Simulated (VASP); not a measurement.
# W (Fm-3m) in VASP: further runs

The runs below take W through single point, with r2SCAN, LDA.

Everything below comes from runs of VASP 6.6.1. Logs are shortened: lines on timing, memory, paths and dates and some standing lists are left out, and cuts for length are marked.

**1. The cell of the first run**

The structure is cubic, space group Fm-3m (No. 225). The conventional cell has a = 4.060 Å, b = 4.060 Å, c = 4.060 Å, α = 90.00°, β = 90.00°, γ = 90.00°. Within 3.8 Å of W (site symmetry m-3m) lie 12 W at 2.87 Å.

**2. Single point, r2SCAN**

File POSCAR:

```
W
1.0
    0.0000000000      2.0300000000      2.0300000000
    2.0300000000      0.0000000000      2.0300000000
    2.0300000000      2.0300000000      0.0000000000
W
1
Direct
    0.0000000000      0.0000000000      0.0000000000
```

File INCAR.step1:

```
ALGO = Normal
EDIFF = 1E-4
ENCUT = 520
GGA = PE
ISMEAR = -1
LASPH = T
LCHARG = F
LREAL = F
LWAVE = T
NBANDS = 13
NELM = 60
PREC = Accurate
SIGMA = 0.05
```

File INCAR.step2:

```
ALGO = Normal
EDIFF = 1E-7
ENCUT = 520
ISIF = 2
ISMEAR = -1
ISTART = 1
LASPH = T
LCHARG = F
LMIXTAU = T
LREAL = F
LWAVE = F
METAGGA = R2SCAN
NBANDS = 13
NELM = 60
PREC = Accurate
SIGMA = 0.05
```

File KPOINTS:

```
k-points
0
Gamma
  6 6 6
```

Potentials or basis: VASP PAW PBE potentials, release 64 (W_sv).

The run is started by

```bash
cat potpaw_PBE.64/W_sv/POTCAR > POTCAR
cp INCAR.step1 INCAR
mpirun -np 1 vasp_std > vasp.out
cp INCAR.step2 INCAR
mpirun -np 1 vasp_std > vasp.out
```

OUTCAR:

```text
EDIFF = 1E-7
   ENCUT = 520
   ISIF = 2
   ISMEAR = -1
   ISTART = 1
   LASPH = T
   LREAL = F
   METAGGA = R2SCAN
   NELM = 60
   PREC = Accurate

 ion  position               nearest neighbor table
   1  0.000  0.000  0.000-

  LATTYP: Found a face centered cubic cell.
 ALAT       =     4.0600000000

  Lattice vectors:

 A1 = (   0.0000000000,   2.0300000000,   2.0300000000)
 A2 = (   2.0300000000,   0.0000000000,   2.0300000000)
 A3 = (   2.0300000000,   2.0300000000,   0.0000000000)

Analysis of symmetry for initial positions (statically):
=====================================================================
 Subroutine PRICEL returns:
 Original cell was already a primitive cell.

 Routine SETGRP: Setting up the symmetry group for a
 face centered cubic supercell.

 Subroutine GETGRP returns: Found 48 space group operations
 (whereof 48 operations were pure point group operations)
 out of a pool of 48 trial point group operations.

The static configuration has the point symmetry O_h .

Analysis of symmetry for dynamics (positions and initial velocities):
=====================================================================
 Subroutine PRICEL returns:
 Original cell was already a primitive cell.

 Routine SETGRP: Setting up the symmetry group for a
 face centered cubic supercell.

 Subroutine GETGRP returns: Found 48 space group operations
 (whereof 48 operations were pure point group operations)
 out of a pool of 48 trial point group operations.

The dynamic configuration has the point symmetry O_h .

 Subroutine INISYM returns: Found 48 space group operations
 (whereof 48 operations are pure point group operations),
 and found     1 'primitive' translations

----------------------------------------------------------------------------------------

                                     Primitive cell

  volume of cell :      16.7309

  direct lattice vectors                    reciprocal lattice vectors
     0.000000000  2.030000000  2.030000000    -0.246305419  0.246305419  0.246305419
     2.030000000  0.000000000  2.030000000     0.246305419 -0.246305419  0.246305419
     2.030000000  2.030000000  0.000000000     0.246305419  0.246305419 -0.246305419

  length of vectors
     2.870853532  2.870853532  2.870853532     0.426613499  0.426613499  0.426613499

  position of ions in fractional coordinates (direct lattice)
     0.000000000  0.000000000  0.000000000

  ion indices of the primitive-cell ions
   primitive index   ion index
                 1           1

----------------------------------------------------------------------------------------

 KPOINTS: k-points

Automatic generation of k-mesh.
 Grid dimensions read from file:
 generate k-points for:    6    6    6

 Generating k-lattice:

  Cartesian coordinates                     Fractional coordinates (reciprocal lattice)
    -0.041050903  0.041050903  0.041050903     0.166666667  0.000000000  0.000000000
     0.041050903 -0.041050903  0.041050903     0.000000000  0.166666667  0.000000000
     0.041050903  0.041050903 -0.041050903     0.000000000  0.000000000  0.166666667

  Length of vectors
     0.071102250  0.071102250  0.071102250

  Shift w.r.t. Gamma in fractional coordinates (k-lattice)
     0.000000000  0.000000000  0.000000000

 Subroutine IBZKPT returns following result:
 ===========================================

 Found     16 irreducible k-points:

 Following reciprocal coordinates:
            Coordinates               Weight
  0.000000  0.000000  0.000000      1.000000
  0.166667  0.000000  0.000000      8.000000
  0.333333  0.000000  0.000000      8.000000
  0.500000  0.000000  0.000000      4.000000
  0.166667  0.166667  0.000000      6.000000
  0.333333  0.166667  0.000000     24.000000
[... 8 lines left out ...]
 -0.333333  0.333333  0.166667     24.000000
 -0.333333  0.500000  0.166667     12.000000
   k-points           NKPTS =     16   k-points in BZ     NKDIM =     16   number of bands    NBANDS=     13
   number of dos      NEDOS =    301   number of ions     NIONS =      1
   total plane-waves  NPLWV =  13824
   dimension x,y,z NGX =    24 NGY =   24 NGZ =   24
   dimension x,y,z NGXF=    48 NGYF=   48 NGZF=   48
   ions per type =               1
   NGX,Y,Z   is equivalent  to a cutoff of  13.90, 13.90, 13.90 a.u.
   NGXF,Y,Z  is equivalent  to a cutoff of  27.80, 27.80, 27.80 a.u.
 SYSTEM =  unknown system
   PREC   = accura    normal or accurate (medium, high low for compatibility)
   ISTART =      1    job   : 0-new  1-cont  2-samecut
   ICHARG =      0    charge: 1-file 2-atom 10-const
   ISPIN  =      1    spin polarized calculation?
   LNONCOLLINEAR =      F non collinear calculations
   LSORBIT =      F    spin-orbit coupling
   LASPH  =      T    aspherical Exc in radial PAW
   ENCUT  =  520.0 eV  38.22 Ry    6.18 a.u.   5.34  5.34  5.34*2*pi/ulx,y,z
   NELM   =     60;   NELMIN=  2; NELMDL=  0     # of ELM steps
   EDIFF  = 0.1E-06   stopping-criterion for ELM
   LREAL  =      F    real-space projection
   EDIFFG = 0.1E-05   stopping-criterion for IOM
   NSW    =      0    number of steps for IOM
   IBRION =     -1    ionic relax: 0-MD 1-quasi-New 2-CG
   NFREE  =      0    steps in history (QN), initial steepest desc. (CG)
   ISIF   =      2    stress and relaxation
   ISYM   =      2    0-nonsym 1-usesym 2-fastsym
   POTIM  = 0.5000    time-step for ionic-motion
   TEBEG  =    0.0;   TEEND  =   0.0 temperature during run
   PSTRESS=    0.0 pullay stress
   NELECT =      14.0000    total number of electrons
   NUPDOWN=      -1.0000    fix difference up-down
   EMIN   =  10.00;   EMAX   =-10.00  energy-range for DOS
   EFERMI =   0.00;   METHOD = LEGACY
   ISMEAR =    -1;   SIGMA  =   0.05  broadening in eV -4-tet -1-fermi 0-gaus
   EFERMI_NEDOS =   21; number of points for ismear=-14 and -15
   IALGO  =     38    algorithm
   IMIX   =      4    mixing-type and parameters
     AMIX     =   0.40;   BMIX     =  1.00
     AMIX_MAG =   1.60;   BMIX_MAG =  1.00
  volume/ion in A,a.u.               =      16.73       112.91
  Fermi-wavevector in a.u.,A,eV,Ry     =   1.542688  2.915258 32.380324  2.379887
  Thomas-Fermi vector in A             =   2.648457
   LORBIT       =      0    0 simple, 1 ext, 2 COOP (PROOUT), +10 PAW based schemes
   METAGGA = R2SCAN    functional components
   LHFCALC =     F    Hartree Fock is set to
   AEXX    =    0.0000 exact exchange contribution
   IVDW    =     0    specifies the selected vdW correction
   LEPSILON=     F    determine dielectric tensor
   LRPA    =     F    only Hartree local field effects (RPA)
 non-spin polarized calculation
  energy-cutoff  :      520.00
  volume of cell :       16.73
 maximum number of plane-waves:       464
 NGX is ok and might be reduce to    24
   NGX = 11   NGY = 11   NGZ = 11

 number of electron      14.0000002 magnetization

 Free energy of the ion-electron system (eV)
  ---------------------------------------------------
  ext. energy  EPLUGINS =         0.00000000
  ---------------------------------------------------
  free energy    TOTEN  =       -50.73679773 eV

  energy without entropy =      -50.72184266  energy(sigma->0) =      -50.72932020

 E-fermi :  10.2453     XC(G=0): -14.6064

 val. band max:       10.2327956313   @ k =   0.3333   0.3333   0.0000
 cond. band min:      10.3640857174   @ k =  -0.3333   0.1667   0.0000
 fundamental gap:      0.1312900860
 Fermi energy:        10.2453236091

 k-point     1 :       0.0000    0.0000    0.0000
  band No.  band energies     occupation
      1     -65.5829      2.00000
      2     -28.5422      2.00000
      3     -28.5422      2.00000
      4     -28.5422      2.00000
      5       0.7011      2.00000
      6       9.5113      2.00000
      7       9.5113      2.00000
      8       9.5113      2.00000
      9      12.8205      0.00000
     10      12.8205      0.00000
     11      23.4294      0.00000
     12      28.9934      0.00000
     13      28.9934      0.00000

 k-point     2 :       0.1667    0.0000    0.0000
  band No.  band energies     occupation
      1     -65.5555      2.00000
      2     -28.8432      2.00000
      3     -28.5810      2.00000
      4     -28.5810      2.00000
      5       1.8619      2.00000
      6       8.7573      2.00000
      7       9.9423      1.99534
      8       9.9423      1.99534
      9      12.5390      0.00000
     10      12.5390      0.00000
     11      25.0684      0.00000
     12      26.2822      0.00000
     13      31.1626      0.00000

 k-point     3 :       0.3333    0.0000    0.0000
  band No.  band energies     occupation
      1     -65.5004      2.00000
      2     -29.4145      2.00000
      3     -28.6574      2.00000
      4     -28.6574      2.00000
      5       3.8876      2.00000
      6       8.7761      2.00000
      7       9.7417      1.99992
      8       9.7417      1.99992
      9      13.7789      0.00000
     10      13.7789      0.00000
     11      22.3278      0.00000
     12      26.0409      0.00000
     13      32.7343      0.00000

 k-point     4 :       0.5000    0.0000    0.0000
  band No.  band energies     occupation
      1     -65.4727      2.00000
      2     -29.6867      2.00000
      3     -28.6951      2.00000
      4     -28.6951      2.00000
      5       4.2872      2.00000
      6       9.3696      2.00000
      7       9.3696      2.00000
      8      10.4699      0.02217
      9      15.2078      0.00000
     10      15.2078      0.00000
     11      20.6021      0.00000
     12      23.0462      0.00000
     13      29.4936      0.00000

 k-point     5 :       0.1667    0.1667    0.0000
  band No.  band energies     occupation
      1     -65.5465      2.00000
      2     -28.8341      2.00000
      3     -28.6473      2.00000
      4     -28.6473      2.00000
      5       2.2545      2.00000
      6       8.1475      2.00000
      7      10.4863      0.01601
      8      10.4863      0.01601
      9      11.1447      0.00000
     10      13.3474      0.00000
     11      26.4560      0.00000
     12      27.5770      0.00000
     13      29.7660      0.00000
[... 129 lines left out ...]
 k-point    14 :       0.5000    0.3333    0.1667
  band No.  band energies     occupation
      1     -65.4639      2.00000
      2     -29.3998      2.00000
      3     -29.0087      2.00000
      4     -28.7965      2.00000
      5       5.9137      2.00000
      6       7.0629      2.00000
      7       8.2243      2.00000
      8      12.2461      0.00000
      9      13.2892      0.00000
     10      16.7766      0.00000
     11      22.9864      0.00000
     12      25.7418      0.00000
     13      27.4935      0.00000

 k-point    15 :      -0.3333    0.3333    0.1667
  band No.  band energies     occupation
      1     -65.4454      2.00000
      2     -29.4324      2.00000
      3     -29.1476      2.00000
      4     -28.8611      2.00000
      5       6.8071      2.00000
      6       6.8443      2.00000
      7       8.4469      2.00000
      8      11.5940      0.00000
      9      14.6859      0.00000
     10      19.3267      0.00000
     11      19.3515      0.00000
     12      25.3720      0.00000
     13      26.5276      0.00000

 k-point    16 :      -0.3333    0.5000    0.1667
  band No.  band energies     occupation
      1     -65.4364      2.00000
      2     -29.4557      2.00000
      3     -29.1255      2.00000
      4     -28.9671      2.00000
      5       5.6910      2.00000
      6       6.5679      2.00000
      7       9.6800      1.99998
      8      12.5442      0.00000
      9      15.8731      0.00000
     10      19.3247      0.00000
     11      20.7553      0.00000
     12      21.9037      0.00000
     13      25.4526      0.00000

------------------------ aborting loop because EDIFF is reached ----------------------------------------

  FORCE on cell =-STRESS in cart. coord.  units (eV):
  Direction    XX          YY          ZZ          XY          YZ          ZX
  --------------------------------------------------------------------------------------
  -------------------------------------------------------------------------------------
  Total       -0.6706428     -0.6706428     -0.6706428      0.0000000     -0.0000000      0.0000000
  in kB      -64.2219843    -64.2219843    -64.2219843      0.0000000     -0.0000000      0.0000000
  external PRESSURE =     -64.2219843 kB  Pullay stress =       0.0000000 kB

 VOLUME and BASIS-vectors are now :
 -----------------------------------------------------------------------------
  energy-cutoff  :      520.00
  volume of cell :       16.73
      direct lattice vectors                 reciprocal lattice vectors
     0.000000000  2.030000000  2.030000000    -0.246305419  0.246305419  0.246305419
     2.030000000  0.000000000  2.030000000     0.246305419 -0.246305419  0.246305419
     2.030000000  2.030000000  0.000000000     0.246305419  0.246305419 -0.246305419

 POSITION                                       TOTAL-FORCE (eV/Angst)
 -----------------------------------------------------------------------------------
      0.00000      0.00000      0.00000         0.000000      0.000000      0.000000
 -----------------------------------------------------------------------------------
    total drift:                               -0.000000      0.000000     -0.000000

  FREE ENERGIE OF THE ION-ELECTRON SYSTEM (eV)
  ---------------------------------------------------
  free  energy   TOTEN  =       -50.7367977305 eV

  energy  without entropy=      -50.7218426641  energy(sigma->0) =      -50.72932020
```

It took 11 s on 1 thread of AMD EPYC 9R45 (Zen 5), shared host; peak memory 0.11 GiB.

What came out:

```
Free energy            : -50.7368 eV
Pressure               : -6.4 GPa
Band gap on the k mesh : zero (band 7 reaches 12.98 eV, above the bottom of band 8 at 9.51 eV)
```

Levels at points of the mesh, in eV from the Fermi level:
| k point | band 4 | band 5 | band 6 | band 7 | band 8 | band 9 | band 10 | band 11 |
| --- | --- | --- | --- | --- | --- | --- | --- | --- |
| (0.00, 0.00, 0.00) | -38.79 | -9.54 | -0.73 | -0.73 | -0.73 | 2.58 | 2.58 | 13.18 |
| (0.50, 0.00, 0.00) | -38.94 | -5.96 | -0.88 | -0.88 | 0.22 | 4.96 | 4.96 | 10.36 |
| (0.50, 0.50, 0.00) | -39.20 | -5.74 | -4.83 | 2.74 | 5.01 | 5.62 | 5.62 | 11.97 |

Caveat: the k points lie up to 0.45 Å⁻¹ apart; the PAW data sets were made with another functional, which shifts forces and pressure a little; spin-orbit coupling is left out, which moves the levels of the heavy elements.

**3. Single point, LDA**

This run uses another cell than the first one, of 15.73 Å³/atom, 0.940 times its volume.

File INCAR:

```
SYSTEM = W
PREC = Accurate
ENCUT = 520
EDIFF = 1E-6
ISMEAR = -1
SIGMA = 0.05
LREAL = .FALSE.
LASPH = .TRUE.
NELM = 60
ALGO = Normal
ISIF = 2
LWAVE = .FALSE.
LCHARG = .FALSE.
NBANDS = 13
```

File KPOINTS:

```
regular mesh
0
G
  11 11 11
  0 0 0
```

File POSCAR:

```
W
1.0
    0.0000000000      1.9885598007      1.9885598007
    1.9885598007      0.0000000000      1.9885598007
    1.9885598007      1.9885598007      0.0000000000
W
1
Direct
    0.0000000000      0.0000000000      0.0000000000
```

Potentials or basis: VASP PAW LDA potentials, release 64 (W_sv).

The run is started by

```bash
cat potpaw_LDA.64/W_sv/POTCAR > POTCAR
mpirun -np 1 vasp_std > vasp.out
```

It took 4.7 s on 1 thread of AMD EPYC 9R45 (Zen 5), shared host; peak memory 0.1 GiB.

It converged, with:

* Free energy: -13.6210 eV
* Pressure: 1.7 GPa
* Band gap on the k mesh: zero (band 7 reaches 13.99 eV, above the bottom of band 8 at 10.31 eV)

Levels at points of the mesh, in eV from the Fermi level:
| k point | band 4 | band 5 | band 6 | band 7 | band 8 | band 9 | band 10 | band 11 |
| --- | --- | --- | --- | --- | --- | --- | --- | --- |
| (0.00, 0.00, 0.00) | -36.93 | -9.06 | -0.59 | -0.59 | -0.59 | 2.69 | 2.69 | 12.98 |

Caveat: spin-orbit coupling is left out, which moves the levels of the heavy elements.
